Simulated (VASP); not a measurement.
# Ge2Sb3Se (P4/mmm) in VASP: notebook, part 2 of 3

VASP 6.6.1. The steps go on from the part before.

## Step 4: Single point, PBE

This run uses another cell than the first one, of 30.91 Å³/atom.

File INCAR:

```
  PREC = Accurate
  ENCUT = 520
  EDIFF = 1E-6
  ISMEAR = 0
  SIGMA = 0.1
  LREAL = F
  LASPH = T
  NELM = 60
  ALGO = Normal
  ISIF = 2
  LWAVE = F
  LCHARG = F
  GGA = PE
  NBANDS = 34
```

File KPOINTS:

```
regular mesh
0
Gamma
  4 4 2
```

File POSCAR:

```
Ge2Sb3Se
1.0
    5.7316079597      0.0000000000      0.0000000000
    0.0000000000      5.7316079597      0.0000000000
    0.0000000000      0.0000000000      5.6445205139
Ge Sb Se
2 3 1
Direct
    0.0000000000      0.5000000000      0.5000000000
    0.5000000000      0.0000000000      0.5000000000
    0.5000000000      0.5000000000      0.5000000000
    0.0000000000      0.5000000000      0.0000000000
    0.5000000000      0.0000000000      0.0000000000
    0.5000000000      0.5000000000      0.0000000000
```

Potentials or basis: VASP PAW PBE potentials, release 64 (Ge_d, Sb, Se).

The run is started by

```bash
$ cat potpaw_PBE.64/Ge_d/POTCAR potpaw_PBE.64/Sb/POTCAR potpaw_PBE.64/Se/POTCAR > POTCAR
$ mpirun -np 1 vasp_std > vasp.out
```

OUTCAR:

```text
PREC = Accurate
   ENCUT = 520
   EDIFF = 1E-6
   ISMEAR = 0
   LREAL = F
   LASPH = T
   NELM = 60
   ISIF = 2
   GGA = PE

 ion  position               nearest neighbor table
   1  0.000  0.500  0.500-   4 2.82   4 2.82   3 2.87   3 2.87
   2  0.500  0.000  0.500-   5 2.82   5 2.82   3 2.87   3 2.87
   3  0.500  0.500  0.500-   6 2.82   6 2.82   1 2.87   2 2.87   2 2.87   1 2.87
   4  0.000  0.500  0.000-   1 2.82   1 2.82   6 2.87   6 2.87
   5  0.500  0.000  0.000-   2 2.82   2 2.82   6 2.87   6 2.87
   6  0.500  0.500  0.000-   3 2.82   3 2.82   5 2.87   4 2.87   5 2.87   4 2.87

  LATTYP: Found a simple tetragonal cell.
 ALAT       =     5.7316079597
 C/A-ratio  =     0.9848057567

  Lattice vectors:

 A1 = (   5.7316079597,   0.0000000000,   0.0000000000)
 A2 = (   0.0000000000,   5.7316079597,   0.0000000000)
 A3 = (   0.0000000000,   0.0000000000,   5.6445205139)

Analysis of symmetry for initial positions (statically):
=====================================================================
 Subroutine PRICEL returns:
 Original cell was already a primitive cell.

 Routine SETGRP: Setting up the symmetry group for a
 simple tetragonal supercell.

 Subroutine GETGRP returns: Found 16 space group operations
 (whereof 16 operations were pure point group operations)
 out of a pool of 16 trial point group operations.

The static configuration has the point symmetry D_4h.

Analysis of symmetry for dynamics (positions and initial velocities):
=====================================================================
 Subroutine PRICEL returns:
 Original cell was already a primitive cell.

 Routine SETGRP: Setting up the symmetry group for a
 simple tetragonal supercell.

 Subroutine GETGRP returns: Found 16 space group operations
 (whereof 16 operations were pure point group operations)
 out of a pool of 16 trial point group operations.

The dynamic configuration has the point symmetry D_4h.

 Subroutine INISYM returns: Found 16 space group operations
 (whereof 16 operations are pure point group operations),
 and found     1 'primitive' translations

----------------------------------------------------------------------------------------

                                     Primitive cell

  volume of cell :     185.4300

  direct lattice vectors                    reciprocal lattice vectors
     5.731607960  0.000000000  0.000000000     0.174471110  0.000000000  0.000000000
     0.000000000  5.731607960  0.000000000     0.000000000  0.174471110  0.000000000
     0.000000000  0.000000000  5.644520514     0.000000000  0.000000000  0.177162967

  length of vectors
     5.731607960  5.731607960  5.644520514     0.174471110  0.174471110  0.177162967

  position of ions in fractional coordinates (direct lattice)
     0.000000000  0.500000000  0.500000000
     0.500000000  0.000000000  0.500000000
     0.500000000  0.500000000  0.500000000
     0.000000000  0.500000000  0.000000000
     0.500000000  0.000000000  0.000000000
     0.500000000  0.500000000  0.000000000

  ion indices of the primitive-cell ions
   primitive index   ion index
                 1           1
                 2           2
                 3           3
                 4           4
                 5           5
                 6           6

[... 23 lines left out ...]

 Found     12 irreducible k-points:

 Following reciprocal coordinates:
            Coordinates               Weight
  0.000000  0.000000  0.000000      1.000000
  0.250000  0.000000  0.000000      4.000000
  0.500000  0.000000  0.000000      2.000000
  0.250000  0.250000  0.000000      4.000000
  0.500000  0.250000  0.000000      4.000000
  0.500000  0.500000  0.000000      1.000000
  0.000000  0.000000  0.500000      1.000000
  0.250000  0.000000  0.500000      4.000000
  0.500000  0.000000  0.500000      2.000000
  0.250000  0.250000  0.500000      4.000000
  0.500000  0.250000  0.500000      4.000000
  0.500000  0.500000  0.500000      1.000000
   k-points           NKPTS =     12   k-points in BZ     NKDIM =     12   number of bands    NBANDS=     34
   number of dos      NEDOS =    301   number of ions     NIONS =      6
   total plane-waves  NPLWV =  96768
   dimension x,y,z NGX =    48 NGY =   48 NGZ =   42
   dimension x,y,z NGXF=    96 NGYF=   96 NGZF=   84
   ions per type =               2   3   1
   NGX,Y,Z   is equivalent  to a cutoff of  13.92, 13.92, 12.37 a.u.
   NGXF,Y,Z  is equivalent  to a cutoff of  27.84, 27.84, 24.74 a.u.
 SYSTEM =  unknown system
   PREC   = accura    normal or accurate (medium, high low for compatibility)
   ISTART =      0    job   : 0-new  1-cont  2-samecut
   ICHARG =      2    charge: 1-file 2-atom 10-const
   ISPIN  =      1    spin polarized calculation?
   LNONCOLLINEAR =      F non collinear calculations
   LSORBIT =      F    spin-orbit coupling
   LASPH  =      T    aspherical Exc in radial PAW
   ENCUT  =  520.0 eV  38.22 Ry    6.18 a.u.  10.66 10.66 10.50*2*pi/ulx,y,z
   NELM   =     60;   NELMIN=  2; NELMDL= -5     # of ELM steps
   EDIFF  = 0.1E-05   stopping-criterion for ELM
   LREAL  =      F    real-space projection
[... 7 lines left out ...]
   TEBEG  =    0.0;   TEEND  =   0.0 temperature during run
   PSTRESS=    0.0 pullay stress
   NELECT =      49.0000    total number of electrons
   NUPDOWN=      -1.0000    fix difference up-down
   EMIN   =  10.00;   EMAX   =-10.00  energy-range for DOS
   EFERMI =   0.00;   METHOD = LEGACY
   ISMEAR =     0;   SIGMA  =   0.10  broadening in eV -4-tet -1-fermi 0-gaus
   EFERMI_NEDOS =   21; number of points for ismear=-14 and -15
   IALGO  =     38    algorithm
   IMIX   =      4    mixing-type and parameters
     AMIX     =   0.40;   BMIX     =  1.00
     AMIX_MAG =   1.60;   BMIX_MAG =  1.00
  volume/ion in A,a.u.               =      30.91       208.56
  Fermi-wavevector in a.u.,A,eV,Ry     =   1.050542  1.985237 15.015920  1.103639
  Thomas-Fermi vector in A             =   2.185550
   LORBIT       =      0    0 simple, 1 ext, 2 COOP (PROOUT), +10 PAW based schemes
   GGA     = PE    functional components
   LHFCALC =     F    Hartree Fock is set to
   AEXX    =    0.0000 exact exchange contribution
   IVDW    =     0    specifies the selected vdW correction
   LEPSILON=     F    determine dielectric tensor
   LRPA    =     F    only Hartree local field effects (RPA)
 non-spin polarized calculation
 Gauss-broadening in eV      SIGMA  =   0.10
  energy-cutoff  :      520.00
  volume of cell :      185.43
 maximum number of plane-waves:      5012
 NGX is ok and might be reduce to    48
   NGX = 21   NGY = 21   NGZ = 21

 number of electron      48.9999975 magnetization

 Free energy of the ion-electron system (eV)
  ---------------------------------------------------
  ext. energy  EPLUGINS =         0.00000000
  ---------------------------------------------------
  free energy    TOTEN  =       -22.48067007 eV

  energy without entropy =      -22.46268988  energy(sigma->0) =      -22.47167997

 E-fermi :   4.4943     XC(G=0):  -8.9234

 val. band max:        4.4858078876   @ k =   0.5000   0.2500   0.5000
 cond. band min:       4.5713056101   @ k =   0.5000   0.5000   0.0000
 fundamental gap:      0.0854977225
 Fermi energy:         4.4942935338

 k-point     1 :       0.0000    0.0000    0.0000
  band No.  band energies     occupation
      1     -20.5897      2.00000
      2     -20.5879      2.00000
      3     -20.5746      2.00000
      4     -20.5746      2.00000
      5     -20.5541      2.00000
      6     -20.5526      2.00000
[... 433 lines left out ...]
     33       6.2764      0.00000
     34       6.6043      0.00000

------------------------ aborting loop because EDIFF is reached ----------------------------------------

  FORCE on cell =-STRESS in cart. coord.  units (eV):
  Direction    XX          YY          ZZ          XY          YZ          ZX
  --------------------------------------------------------------------------------------
  -------------------------------------------------------------------------------------
  Total       -0.0434859     -0.0434859     -0.0523488      0.0000000      0.0000000     -0.0000000
  in kB       -0.3757325     -0.3757325     -0.4523108      0.0000000      0.0000000     -0.0000000
  external PRESSURE =      -0.4012586 kB  Pullay stress =       0.0000000 kB

 VOLUME and BASIS-vectors are now :
 -----------------------------------------------------------------------------
  energy-cutoff  :      520.00
  volume of cell :      185.43
      direct lattice vectors                 reciprocal lattice vectors
     5.731607960  0.000000000  0.000000000     0.174471110  0.000000000  0.000000000
     0.000000000  5.731607960  0.000000000     0.000000000  0.174471110  0.000000000
     0.000000000  0.000000000  5.644520514     0.000000000  0.000000000  0.177162967

 POSITION                                       TOTAL-FORCE (eV/Angst)
 -----------------------------------------------------------------------------------
      0.00000      2.86580      2.82226         0.000000      0.000000      0.000000
      2.86580      0.00000      2.82226         0.000000      0.000000      0.000000
      2.86580      2.86580      2.82226         0.000000      0.000000      0.000000
      0.00000      2.86580      0.00000         0.000000      0.000000      0.000000
      2.86580      0.00000      0.00000         0.000000      0.000000      0.000000
      2.86580      2.86580      0.00000         0.000000      0.000000      0.000000
 -----------------------------------------------------------------------------------
    total drift:                                0.000000      0.000000     -0.000000

  FREE ENERGIE OF THE ION-ELECTRON SYSTEM (eV)
  ---------------------------------------------------
  free  energy   TOTEN  =       -22.4806700722 eV

  energy  without entropy=      -22.4626898751  energy(sigma->0) =      -22.47167997
```

OSZICAR:

```text
N       E                     dE             d eps       ncg     rms          rms(c)
DAV:   1     0.434488339133E+03    0.43449E+03   -0.21318E+04  1016   0.214E+03
DAV:   2     0.463926015313E+02   -0.38810E+03   -0.37204E+03   888   0.617E+02
DAV:   3    -0.188288016672E+02   -0.65221E+02   -0.63146E+02  1012   0.154E+02
DAV:   4    -0.225202649230E+02   -0.36915E+01   -0.36508E+01   892   0.437E+01
DAV:   5    -0.226205100460E+02   -0.10025E+00   -0.10009E+00   990   0.776E+00    0.632E+00
DAV:   6    -0.224805701040E+02    0.13994E+00   -0.22904E-01   974   0.323E+00    0.368E+00
DAV:   7    -0.224817245983E+02   -0.11545E-02   -0.12058E-01  1106   0.148E+00    0.100E+00
DAV:   8    -0.224804081767E+02    0.13164E-02   -0.13178E-02   954   0.755E-01    0.202E-01
DAV:   9    -0.224805798867E+02   -0.17171E-03   -0.24792E-03   896   0.275E-01    0.712E-02
DAV:  10    -0.224806533096E+02   -0.73423E-04   -0.23589E-04   958   0.108E-01    0.288E-02
DAV:  11    -0.224806693057E+02   -0.15996E-04   -0.34110E-05   926   0.281E-02    0.713E-03
DAV:  12    -0.224806700722E+02   -0.76651E-06   -0.29412E-06   790   0.104E-02
   1 F= -.22480670E+02 E0= -.22471680E+02  d E =-.179802E-01
```

Run time: 2.2 min. Hardware: 1 thread of Intel Xeon 8259CL, shared host; peak memory 0.33 GiB.

Results:

```yaml
Free_energy: -22.4807 eV
Pressure: 0.0 GPa
Band_gap_on_the_k_mesh: zero (an odd number of electrons rules out a gap without spin polarisation)
```

Caveat: the k points lie up to 0.56 Å⁻¹ apart, too coarse for converged energies and pressures of a metal; spin-orbit coupling is left out, which moves the levels of the heavy elements.

(Part 2 of 3 ends here.)
